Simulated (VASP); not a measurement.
# MgCd2Te3 (P-3m1) in VASP: single point with PBE

Aim: the single point of MgCd2Te3 with PBE.

Everything below comes from runs of VASP 6.6.1. Logs are shortened: lines on timing, memory, paths and dates and some standing lists are left out, and cuts for length are marked.

**1. The cell of the first run**

The structure is trigonal, space group P-3m1 (No. 164). Conventional cell: a = 4.304 Å, b = 4.304 Å, c = 21.027 Å, α = 90.00°, β = 90.00°, γ = 120.00°. Within 4.0 Å of Mg (site symmetry 3m) lie 6 Te at 3.04 Å and 2 Cd at 3.50 Å. Within 4.0 Å of Cd (site symmetry -3m) lie 6 Te at 3.04 Å and 2 Cd at 3.50 Å. Cd (site symmetry -3m) has 6 Te at 3.04 Å and 2 Mg at 3.50 Å within 4.0 Å. Within 4.0 Å of Cd (site symmetry 3m) lie 6 Te at 3.04 Å and 1 Mg at 3.50 Å and 1 Cd at 3.50 Å. Te (site symmetry 3m) has 3 Cd at 3.04 Å and 3 Mg at 3.04 Å within 4.0 Å. Within 4.0 Å of Te (site symmetry 3m) lie 6 Cd at 3.04 Å. Within 4.0 Å of Te (site symmetry 3m) lie 3 Mg at 3.04 Å and 3 Cd at 3.04 Å.

**2. Single point, PBE**

The input, INCAR:

```
SYSTEM = MgCd2Te3
ALGO = Normal
EDIFF = 1E-6
ENCUT = 600
GGA = PE
GGA_COMPAT = .FALSE.
ISIF = 2
ISMEAR = 0
LASPH = .TRUE.
LCHARG = .FALSE.
LREAL = .FALSE.
LWAVE = .FALSE.
NBANDS = 56
NELM = 120
PREC = Accurate
SIGMA = 0.1
```

The input, KPOINTS:

```
k-points
0
G
  6 6 1
  0 0 0
```

The input, POSCAR:

```
MgCd2Te3
1.0
    4.3044498600      0.0000000000      0.0000000000
   -2.1522249300      3.7277629300      0.0000000000
    0.0000000000      0.0000000000     21.0267337900
Mg Cd Te
2 4 6
Direct
    0.0000000000      0.0000000000      0.1666666700
    0.0000000000      0.0000000000      0.8333333300
    0.0000000000      0.0000000000      0.5000000000
    0.0000000000      0.0000000000      0.0000000000
    0.0000000000      0.0000000000      0.3333333300
    0.0000000000      0.0000000000      0.6666666700
    0.3333333300      0.6666666700      0.0833333300
    0.3333333300      0.6666666700      0.4166666700
    0.3333333300      0.6666666700      0.7500000000
    0.6666666700      0.3333333300      0.2500000000
    0.6666666700      0.3333333300      0.5833333300
    0.6666666700      0.3333333300      0.9166666700
```

Potentials or basis: VASP PAW PBE potentials, release 64 (Mg, Cd, Te).

Command:

```bash
cat potpaw_PBE.64/Mg/POTCAR potpaw_PBE.64/Cd/POTCAR potpaw_PBE.64/Te/POTCAR > POTCAR
mpirun -np 1 vasp_std > vasp.out
```

OUTCAR:

```text
SYSTEM = MgCd2Te3
   EDIFF = 1E-6
   ENCUT = 600
   GGA = PE
   ISIF = 2
   ISMEAR = 0
   LASPH = .TRUE.
   LREAL = .FALSE.
   NELM = 120
   PREC = Accurate

 ion  position               nearest neighbor table
   1  0.000  0.000  0.167-  10 3.04  10 3.04  10 3.04   7 3.04   7 3.04   7 3.04   5 3.50   4 3.50

   2  0.000  0.000  0.833-   9 3.04   9 3.04   9 3.04  12 3.04  12 3.04  12 3.04   6 3.50   4 3.50

   3  0.000  0.000  0.500-   8 3.04  11 3.04  11 3.04   8 3.04  11 3.04   8 3.04   5 3.50   6 3.50

   4  0.000  0.000  0.000-   7 3.04  12 3.04  12 3.04   7 3.04  12 3.04   7 3.04   1 3.50   2 3.50

   5  0.000  0.000  0.333-  10 3.04  10 3.04  10 3.04   8 3.04   8 3.04   8 3.04   1 3.50   3 3.50

   6  0.000  0.000  0.667-   9 3.04   9 3.04   9 3.04  11 3.04  11 3.04  11 3.04   2 3.50   3 3.50

   7  0.333  0.667  0.083-   4 3.04   4 3.04   4 3.04   1 3.04   1 3.04   1 3.04
   8  0.333  0.667  0.417-   3 3.04   3 3.04   3 3.04   5 3.04   5 3.04   5 3.04
   9  0.333  0.667  0.750-   2 3.04   6 3.04   2 3.04   6 3.04   2 3.04   6 3.04
  10  0.667  0.333  0.250-   1 3.04   5 3.04   1 3.04   5 3.04   1 3.04   5 3.04
  11  0.667  0.333  0.583-   3 3.04   3 3.04   3 3.04   6 3.04   6 3.04   6 3.04
  12  0.667  0.333  0.917-   4 3.04   4 3.04   4 3.04   2 3.04   2 3.04   2 3.04

  LATTYP: Found a hexagonal cell.
 ALAT       =     4.3044498600
 C/A-ratio  =     4.8848829639

  Lattice vectors:

 A1 = (   4.3044498600,   0.0000000000,   0.0000000000)
 A2 = (  -2.1522249300,   3.7277629300,   0.0000000000)
 A3 = (   0.0000000000,   0.0000000000,  21.0267337900)

Analysis of symmetry for initial positions (statically):
=====================================================================
 Subroutine PRICEL returns:
 Original cell was already a primitive cell.

 Routine SETGRP: Setting up the symmetry group for a
 hexagonal supercell.

 Subroutine GETGRP returns: Found 12 space group operations
 (whereof 12 operations were pure point group operations)
 out of a pool of 24 trial point group operations.

The static configuration has the point symmetry D_3d.

Analysis of symmetry for dynamics (positions and initial velocities):
=====================================================================
 Subroutine PRICEL returns:
 Original cell was already a primitive cell.

 Routine SETGRP: Setting up the symmetry group for a
 hexagonal supercell.

 Subroutine GETGRP returns: Found 12 space group operations
 (whereof 12 operations were pure point group operations)
 out of a pool of 24 trial point group operations.

The dynamic configuration has the point symmetry D_3d.

 Subroutine INISYM returns: Found 12 space group operations
 (whereof 12 operations are pure point group operations),
 and found     1 'primitive' translations

----------------------------------------------------------------------------------------

                                     Primitive cell

  volume of cell :     337.3943

  direct lattice vectors                    reciprocal lattice vectors
     4.304449860  0.000000000  0.000000000     0.232317725  0.134128701  0.000000000
    -2.152224930  3.727762930  0.000000000     0.000000000  0.268257402  0.000000000
     0.000000000  0.000000000 21.026733790     0.000000000  0.000000000  0.047558504

  length of vectors
     4.304449860  4.304449862 21.026733790     0.268257402  0.268257402  0.047558504

  position of ions in fractional coordinates (direct lattice)
     0.000000000  0.000000000  0.166666670
     0.000000000  0.000000000  0.833333330
     0.000000000  0.000000000  0.500000000
     0.000000000  0.000000000  0.000000000
     0.000000000  0.000000000  0.333333330
     0.000000000  0.000000000  0.666666670
     0.333333330  0.666666670  0.083333330
     0.333333330  0.666666670  0.416666670
     0.333333330  0.666666670  0.750000000
     0.666666670  0.333333330  0.250000000
     0.666666670  0.333333330  0.583333330
     0.666666670  0.333333330  0.916666670

  ion indices of the primitive-cell ions
   primitive index   ion index
                 1           1
                 2           2
                 3           3
                 4           4
                 5           5
                 6           6
                 7           7
                 8           8
                 9           9
                10          10
                11          11
                12          12

----------------------------------------------------------------------------------------

 KPOINTS: k-points

Automatic generation of k-mesh.
 Grid dimensions read from file:
 generate k-points for:    6    6    1

 Generating k-lattice:

  Cartesian coordinates                     Fractional coordinates (reciprocal lattice)
     0.038719621  0.022354784  0.000000000     0.166666667  0.000000000  0.000000000
     0.000000000  0.044709567  0.000000000     0.000000000  0.166666667  0.000000000
     0.000000000  0.000000000  0.047558504     0.000000000  0.000000000  1.000000000

  Length of vectors
     0.044709567  0.044709567  0.047558504

  Shift w.r.t. Gamma in fractional coordinates (k-lattice)
     0.000000000  0.000000000  0.000000000

 Subroutine IBZKPT returns following result:
 ===========================================

 Found      7 irreducible k-points:

 Following reciprocal coordinates:
            Coordinates               Weight
  0.000000  0.000000  0.000000      1.000000
  0.166667  0.000000  0.000000      6.000000
  0.333333  0.000000  0.000000      6.000000
  0.500000  0.000000  0.000000      3.000000
  0.166667  0.166667  0.000000      6.000000
  0.333333  0.166667  0.000000     12.000000
  0.333333  0.333333  0.000000      2.000000
   k-points           NKPTS =      7   k-points in BZ     NKDIM =      7   number of bands    NBANDS=     56
   number of dos      NEDOS =    301   number of ions     NIONS =     12
   total plane-waves  NPLWV = 217728
   dimension x,y,z NGX =    36 NGY =   36 NGZ =  168
   dimension x,y,z NGXF=    72 NGYF=   72 NGZF=  336
   ions per type =               2   4   6
   NGX,Y,Z   is equivalent  to a cutoff of  13.90, 13.90, 13.28 a.u.
   NGXF,Y,Z  is equivalent  to a cutoff of  27.81, 27.81, 26.57 a.u.
 SYSTEM =  MgCd2Te3
   PREC   = accura    normal or accurate (medium, high low for compatibility)
   ISTART =      0    job   : 0-new  1-cont  2-samecut
   ICHARG =      2    charge: 1-file 2-atom 10-const
   ISPIN  =      1    spin polarized calculation?
   LNONCOLLINEAR =      F non collinear calculations
   LSORBIT =      F    spin-orbit coupling
   LASPH  =      T    aspherical Exc in radial PAW
   ENCUT  =  600.0 eV  44.10 Ry    6.64 a.u.   8.60  8.60 42.00*2*pi/ulx,y,z
   NELM   =    120;   NELMIN=  2; NELMDL= -5     # of ELM steps
   EDIFF  = 0.1E-05   stopping-criterion for ELM
   LREAL  =      F    real-space projection
   EDIFFG = 0.1E-04   stopping-criterion for IOM
   NSW    =      0    number of steps for IOM
   IBRION =     -1    ionic relax: 0-MD 1-quasi-New 2-CG
   NFREE  =      0    steps in history (QN), initial steepest desc. (CG)
   ISIF   =      2    stress and relaxation
   ISYM   =      2    0-nonsym 1-usesym 2-fastsym
   POTIM  = 0.5000    time-step for ionic-motion
   TEBEG  =    0.0;   TEEND  =   0.0 temperature during run
   PSTRESS=    0.0 pullay stress
   NELECT =      88.0000    total number of electrons
   NUPDOWN=      -1.0000    fix difference up-down
   EMIN   =  10.00;   EMAX   =-10.00  energy-range for DOS
   EFERMI =   0.00;   METHOD = LEGACY
   ISMEAR =     0;   SIGMA  =   0.10  broadening in eV -4-tet -1-fermi 0-gaus
   EFERMI_NEDOS =   21; number of points for ismear=-14 and -15
   IALGO  =     38    algorithm
   IMIX   =      4    mixing-type and parameters
     AMIX     =   0.40;   BMIX     =  1.00
     AMIX_MAG =   1.60;   BMIX_MAG =  1.00
  volume/ion in A,a.u.               =      28.12       189.74
  Fermi-wavevector in a.u.,A,eV,Ry     =   1.045979  1.976614 14.885766  1.094073
  Thomas-Fermi vector in A             =   2.180798
   LORBIT       =      0    0 simple, 1 ext, 2 COOP (PROOUT), +10 PAW based schemes
   GGA     = PE    functional components
   LHFCALC =     F    Hartree Fock is set to
   AEXX    =    0.0000 exact exchange contribution
   IVDW    =     0    specifies the selected vdW correction
   LEPSILON=     F    determine dielectric tensor
   LRPA    =     F    only Hartree local field effects (RPA)
 non-spin polarized calculation
 Gauss-broadening in eV      SIGMA  =   0.10
  energy-cutoff  :      600.00
  volume of cell :      337.39
 maximum number of plane-waves:     11309
 NGX is ok and might be reduce to    36
   NGX = 17   NGY = 17   NGZ = 83

 number of electron      87.9999988 magnetization

 Free energy of the ion-electron system (eV)
  ---------------------------------------------------
  ext. energy  EPLUGINS =         0.00000000
  ---------------------------------------------------
  free energy    TOTEN  =       -30.01706954 eV

  energy without entropy =      -30.00659047  energy(sigma->0) =      -30.01183000

 E-fermi :   4.1019     XC(G=0):  -9.4329

 val. band max:        4.0607035584   @ k =   0.1667   0.0000   0.0000
 cond. band min:       4.5623777902   @ k =   0.0000   0.0000   0.0000
 fundamental gap:      0.5016742318
 Fermi energy:         4.1018961020

 k-point     1 :       0.0000    0.0000    0.0000
  band No.  band energies     occupation
      1      -7.4875      2.00000
      2      -7.2385      2.00000
      3      -7.2146      2.00000
      4      -6.7076      2.00000
      5      -6.7037      2.00000
      6      -6.3637      2.00000
[... 402 lines left out ...]
     55      10.0171      0.00000
     56      10.0172      0.00000

------------------------ aborting loop because EDIFF is reached ----------------------------------------

  FORCE on cell =-STRESS in cart. coord.  units (eV):
  Direction    XX          YY          ZZ          XY          YZ          ZX
  --------------------------------------------------------------------------------------
  -------------------------------------------------------------------------------------
  Total        1.0660750      1.0660750      1.3350255     -0.0000000      0.0000000      0.0000000
  in kB        5.0624479      5.0624479      6.3396079     -0.0000000      0.0000000      0.0000000
  external PRESSURE =       5.4881679 kB  Pullay stress =       0.0000000 kB

 VOLUME and BASIS-vectors are now :
 -----------------------------------------------------------------------------
  energy-cutoff  :      600.00
  volume of cell :      337.39
      direct lattice vectors                 reciprocal lattice vectors
     4.304449860  0.000000000  0.000000000     0.232317725  0.134128701  0.000000000
    -2.152224930  3.727762930  0.000000000     0.000000000  0.268257402  0.000000000
     0.000000000  0.000000000 21.026733790     0.000000000  0.000000000  0.047558504

 POSITION                                       TOTAL-FORCE (eV/Angst)
 -----------------------------------------------------------------------------------
      0.00000      0.00000      3.50446        -0.000000      0.000000     -0.021777
      0.00000      0.00000     17.52228        -0.000000     -0.000000      0.021777
      0.00000      0.00000     10.51337        -0.000000      0.000000     -0.000000
      0.00000      0.00000      0.00000        -0.000000      0.000000     -0.000000
      0.00000      0.00000      7.00891        -0.000000      0.000000     -0.071495
      0.00000      0.00000     14.01782        -0.000000     -0.000000      0.071495
     -0.00000      2.48518      1.75223        -0.000000     -0.000000      0.336551
     -0.00000      2.48518      8.76114         0.000000      0.000000     -0.007744
     -0.00000      2.48518     15.77005         0.000000     -0.000000      0.334814
      2.15222      1.24259      5.25668        -0.000000      0.000000     -0.334814
      2.15222      1.24259     12.26559        -0.000000     -0.000000      0.007744
      2.15222      1.24259     19.27451         0.000000      0.000000     -0.336551
 -----------------------------------------------------------------------------------
    total drift:                                0.000000      0.000000      0.000000

  FREE ENERGIE OF THE ION-ELECTRON SYSTEM (eV)
  ---------------------------------------------------
  free  energy   TOTEN  =       -30.0170695402 eV

  energy  without entropy=      -30.0065904687  energy(sigma->0) =      -30.01183000
```

Run time: 7.2 min. Hardware: 1 thread of Intel Xeon 8259CL, shared host; peak memory 0.57 GiB.

Results:

```
Free energy            : -30.0171 eV
Pressure               : 0.5 GPa
Largest force          : 0.337 eV/Å
Band gap on the k mesh : zero (band 44 reaches 4.06 eV, above the bottom of band 45 at 3.70 eV)
```

Forces on the atoms (eV/Å):
```
Mg   0.000  0.000 -0.022
Mg   0.000  0.000  0.022
Cd   0.000  0.000  0.000
Cd   0.000  0.000  0.000
Cd   0.000  0.000 -0.071
Cd   0.000  0.000  0.071
Te   0.000  0.000  0.337
Te   0.000  0.000 -0.008
Te   0.000  0.000  0.335
Te   0.000  0.000 -0.335
Te   0.000  0.000  0.008
Te   0.000  0.000 -0.337
```

Caveat: spin-orbit coupling is left out, which moves the levels of the heavy elements.
